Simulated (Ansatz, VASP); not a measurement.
One calculation of Ir, two programs

```
CELL_PARAMETERS angstrom
0.00000 2.86804 2.86804
2.86804 0.00000 2.86804
2.86804 2.86804 0.00000
ATOMIC_POSITIONS crystal
Ir 0.12500 0.12500 0.12500
Ir 0.87500 0.87500 0.87500
```

Alike in both runs: task single point; functional revPBE; k mesh 11 × 11 × 11; occupations fermi-dirac, width 0.1 eV; no spin polarisation.

```csv
,VASP,Ansatz
version,VASP 6.6.1,Ansatz 0.2.0
potentials or method,"VASP PAW PBE potentials, release 64 (Ir), cutoff 520 eV","plane waves (420 eV) with PAW, scalar-relativistic"
valence electrons in the cell,18,34
```

```csv
,VASP,Ansatz,Ansatz less VASP
pressure (GPa),-11.2,-11.1,+0.08
```

VASP's potentials were made for PBE, not for revPBE. VASP's potentials hold 18 valence electrons a cell and Ansatz's 34, so a difference there can come from the potentials and not from the codes.

Neither program's run includes spin-orbit coupling.
